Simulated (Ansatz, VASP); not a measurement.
# One calculation of CaB5, two programs

```
Ca B
1.0
     4.70524    0.00000    0.00000
    -2.35262    4.07486    0.00000
     0.00000    0.00000    4.35874
Ca B
1 5
Cartesian
  0.0000 0.0000 2.1794
  -1.5796 2.7359 0.0000
  3.1592 0.0000 0.0000
  0.7730 1.3389 0.0000
  2.3526 1.3583 2.1794
  0.0000 2.7166 2.1794
```

Change from the starting cell: species swapped into the LiMg5 type (P-62m, No. 189).

Alike in both runs: task relaxation of cell and atoms; functional PBE; k mesh 6 × 6 × 4; occupations gaussian, width 0.1 eV; no spin polarisation.

|  | VASP | Ansatz |
| --- | --- | --- |
| version | VASP 6.6.1 | Ansatz 0.2.0 |
| potentials or method | VASP PAW PBE potentials, release 64 (Ca_sv, B), cutoff 600 eV | scalar-relativistic, plane waves, PAW |
| valence electrons in the cell | 25 | 25 |

Ansatz gave:

| Item | Value |
| --- | --- |
| gap on the k mesh at the Fermi level, each at its own relaxed structure (eV) | none |
| relaxed volume (Å³/atom) | 8.43 |
| relaxed cell length with the largest relative difference (Å) | 4.470 |

Problem. Estimate VASP's values.

Solution. gap on the k mesh at the Fermi level, each at its own relaxed structure (eV): none; relaxed volume (Å³/atom): 8.44; relaxed cell length with the largest relative difference (Å): 4.474.

A gap of «none» marks a metal or a gap that the smearing closes.

The k mesh is coarse, so the values compare programs but aren't converged. Noted on VASP's run: the volume moved by over 15 % at a fixed basis, so the end points are rough.
